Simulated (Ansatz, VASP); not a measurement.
**Ru: VASP beside Ansatz**

```xyz
1
Lattice="-1.4958 1.4958 1.4958 1.4958 -1.4958 1.4958 1.4958 1.4958 -1.4958" Properties=species:S:1:pos:R:3 pbc="T T T"
Ru    0.0000    0.0000    0.0000
```

Alike in both runs: task single point; functional r2SCAN; k mesh 16 × 16 × 16; occupations fermi-dirac, width 0.1 eV; no spin polarisation.

|  | VASP | Ansatz |
| --- | --- | --- |
| version | VASP 6.6.1 | Ansatz 0.2.0 |
| potentials or method | VASP PAW PBE potentials, release 64 (Ru_pv), cutoff 520 eV | plane waves (500 eV) with PAW, scalar-relativistic |
| valence electrons in the cell | 14 | 16 |

VASP gave:

| Item | Value |
| --- | --- |
| pressure (GPa) | 15.6 |

Task: Estimate Ansatz's values.

Result: Pressure (GPa): 13.8.

VASP's potentials were made for PBE, not for r2SCAN. The functional is the same, so the differences come from potentials, cutoffs and numerics. VASP's potentials hold 14 valence electrons a cell and Ansatz's 16, so a difference there can come from the potentials and not from the codes.
